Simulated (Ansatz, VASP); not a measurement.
**One calculation of Ti5WC6, two programs**

Contents of INCAR:

```
SYSTEM = Ti5WC6
PREC = Accurate ; ENCUT = 520
EDIFF = 1E-6 ; ISMEAR = 0
SIGMA = 0.1 ; LREAL = .False.
LASPH = .True. ; NELM = 150
ALGO = Normal ; ISIF = 2
LWAVE = .False. ; LCHARG = .False.
ISPIN = 2 ; MAGMOM = 1 1 1 1 1 0 0 0 0 0 0 0
LORBIT = 11 ; LMAXMIX = 4
GGA = PE ; NBANDS = 65
```

KPOINTS

```
Automatic mesh
0
Gamma
  6 6 1
  0 0 0
```

POSCAR

```
Ti5WC6
1.0
    3.0634162000      0.0000000000      0.0000000000
   -1.5317081000      2.6529962000      0.0000000000
    0.0000000000      0.0000000000     15.0720941000
Ti W C
5 1 6
Direct
    0.6666667000      0.3333333000      0.6686580000
    0.3333333000      0.6666667000      0.3313420000
    0.6666667000      0.3333333000      0.1652460000
    0.0000000000      0.0000000000      0.0000000000
    0.3333333000      0.6666667000      0.8347540000
    0.0000000000      0.0000000000      0.5000000000
    0.3333333000      0.6666667000      0.5837050000
    0.6666667000      0.3333333000      0.4162950000
    0.0000000000      0.0000000000      0.2499310000
    0.3333333000      0.6666667000      0.0832990000
    0.6666667000      0.3333333000      0.9167010000
    0.0000000000      0.0000000000      0.7500690000
```

Input for Ansatz:

```yaml
crystal:
  lattice:
    - [3.0634162, 0.0, 0.0]
    - [-1.5317081, 2.6529962, 0.0]
    - [0.0, 0.0, 15.0720941]
  atoms:
    - { symbol: Ti, position: [0.6666667, 0.3333333, 0.668658], spin: 1.0 }
    - { symbol: Ti, position: [0.3333333, 0.6666667, 0.331342], spin: 1.0 }
    - { symbol: Ti, position: [0.6666667, 0.3333333, 0.165246], spin: 1.0 }
    - { symbol: Ti, position: [0.0, 0.0, 0.0], spin: 1.0 }
    - { symbol: Ti, position: [0.3333333, 0.6666667, 0.834754], spin: 1.0 }
    - { symbol: W, position: [0.0, 0.0, 0.5] }
    - { symbol: C, position: [0.3333333, 0.6666667, 0.583705] }
    - { symbol: C, position: [0.6666667, 0.3333333, 0.416295] }
    - { symbol: C, position: [0.0, 0.0, 0.249931] }
    - { symbol: C, position: [0.3333333, 0.6666667, 0.083299] }
    - { symbol: C, position: [0.6666667, 0.3333333, 0.916701] }
    - { symbol: C, position: [0.0, 0.0, 0.750069] }
basis:
  ecutwfc: 420
kpoints:
  mp_grid: { grid: [6, 6, 1] }
hamiltonian:
  xc: pbe
scf:
  occupations: { method: gaussian, width: 0.1 }
  lower_state_search: "off"
output:
  forces: true
  stress: true
  eigenvalues: true
  populations: true
magnetization:
  spin_polarized: true
```

Alike in both runs: task single point; functional PBE; k mesh 6 × 6 × 1; occupations gaussian, width 0.1 eV; collinear spin.

|  | VASP | Ansatz |
| --- | --- | --- |
| version | VASP 6.6.1 | Ansatz 0.2.0 |
| potentials or method | VASP PAW PBE potentials, release 64 (Ti_sv, W_sv, C), cutoff 520 eV | scalar-relativistic, plane waves, PAW |
| valence electrons in the cell | 98 | 98 |

Ansatz gave:

- gap on the k mesh at the Fermi level (eV): none
- pressure (GPa): 0.0
- traceless stress, the component that is largest in VASP (GPa): -0.82
- rms of the force components (eV/Å): 0.093
- net moment per atom (μB): 0.00

**Question.** Estimate VASP's values.

**Answer.** gap on the k mesh at the Fermi level (eV): none; pressure (GPa): 0.4; traceless stress, the component that is largest in VASP (GPa): -0.84; rms of the force components (eV/Å): 0.092; net moment per atom (μB): 0.00.

Atom by atom the forces differ by 0.005 eV/Å (rms over components). A gap of «none» marks a metal or a gap that the smearing closes. Ansatz's warnings: seeded moment not kept.

The k mesh is coarse, so the values compare programs but aren't converged. Spin-orbit coupling is off throughout.
